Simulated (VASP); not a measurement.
Zn7O8 (a cell with a defect), 15 atoms in the cell. The cell holds a defect, 15 atoms: a = 6.475 Å, b = 5.607 Å, c = 5.222 Å, α = 90.00°, β = 90.00°, γ = 90.00°. 

```yaml
Program: VASP 6.6.1
Task: single point
Functional: PBEsol
Potentials_or_basis: VASP PAW PBE potentials, release 64 (Zn, O)
Cutoff: 520 eV
k_mesh: 2 × 2 × 2
Occupations: fermi-dirac, width 0.05 eV
Spin: no spin polarisation
Dipole_correction: no
Further_INCAR_settings: LREAL = Auto; ALGO = Normal; EDIFF = 1e-06; NBANDS = 79
```

Potentials or basis: VASP PAW PBE potentials, release 64 (Zn, O).

Command:

```bash
$ cat potpaw_PBE.64/Zn/POTCAR potpaw_PBE.64/O/POTCAR > POTCAR
$ mpirun -np 1 vasp_std > vasp.out
```

Hardware: 1 thread of Intel(R) Xeon(R) Platinum 8559C (Emerald Rapids), on a shared host.

Problem. Estimate the wall time of this run.

Solution. It took 3.4 min on 1 thread of Intel(R) Xeon(R) Platinum 8559C (Emerald Rapids), on a shared host, peak memory 0.3 GiB. Counts: scf iterations 21, k points 8.
